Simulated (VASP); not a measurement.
Input of a VASP 6.6.1 run:

The input INCAR:

```
SYSTEM = Se
PREC = Accurate
ENCUT = 520
EDIFF = 1E-6
ISMEAR = 0
SIGMA = 0.011
LREAL = .FALSE.
LASPH = .TRUE.
NELM = 100
ALGO = Normal
ISIF = 2
LWAVE = .FALSE.
LCHARG = .FALSE.
GGA = PE
NBANDS = 16
```

KPOINTS

```
regular mesh
0
G
  7 7 6
  0 0 0
```

File POSCAR:

```
Se
1.0
    4.3662000000      0.0000000000      0.0000000000
   -2.1831000000      3.7812401180      0.0000000000
    0.0000000000      0.0000000000      4.9536000000
Se
3
Direct
    0.7746000000      0.7746000000      0.0000000000
    0.0000000000      0.2254000000      0.6666666667
    0.2254000000      0.0000000000      0.3333333333
```

Potentials or basis: VASP PAW PBE potentials, release 64 (Se).

The run is started by

```console
$ cat potpaw_PBE.64/Se/POTCAR > POTCAR
$ mpirun -np 1 vasp_std > vasp.out
```

Predict the band gap on the k mesh.

1.21 eV, indirect (least direct gap 1.47 eV).

What does it give for the pressure?

2.9 GPa.

Estimate the largest force.

0.434 eV/Å.

Stress tensor (GPa, compression positive):
```
2.30 0.00 0.00
0.00 2.30 0.00
0.00 0.00 4.13
```

A k mesh can miss the band edges.
